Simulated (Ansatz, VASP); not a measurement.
Two plane-wave programs on MgTe4

```
Mg Te
1.0
     5.25294    0.00000    0.00000
     0.00000    5.25294    0.00000
     0.00000    0.00000    5.25294
Mg Te
1 4
Direct
  0.00000 0.00000 0.00000
  0.50000 0.50000 0.50000
  0.00000 0.50000 0.50000
  0.50000 0.00000 0.50000
  0.50000 0.50000 0.00000
```

Change from the starting cell: species swapped into the Mn4N type (Pm-3m, No. 221).

Alike in both runs: task relaxation of cell and atoms; functional PBE; k mesh 4 × 4 × 4; occupations gaussian, width 0.1 eV; no spin polarisation.

|  | VASP | Ansatz |
| --- | --- | --- |
| version | VASP 6.6.1 | Ansatz 0.2.0 |
| potentials or method | VASP PAW PBE potentials, release 64 (Mg, Te), cutoff 600 eV | scalar-relativistic, plane waves, PAW |
| valence electrons in the cell | 26 | 74 |

|  | VASP | Ansatz | Ansatz less VASP |
| --- | --- | --- | --- |
| gap on the k mesh at the Fermi level, each at its own relaxed structure (eV) | none | none | - |
| relaxed volume (Å³/atom) | 38.65 | 38.78 | +0.125 |
| relaxed cell length with the largest relative difference (Å) | 5.782 | 5.788 | +0.0062 |

A gap of «none» marks a metal or a gap that the smearing closes. VASP's potentials hold 26 valence electrons a cell and Ansatz's 74, so a difference there can come from the potentials and not from the codes.

Spin-orbit coupling is off throughout. Noted on VASP's run: the volume moved by over 15 % at a fixed basis, so the end points are rough.
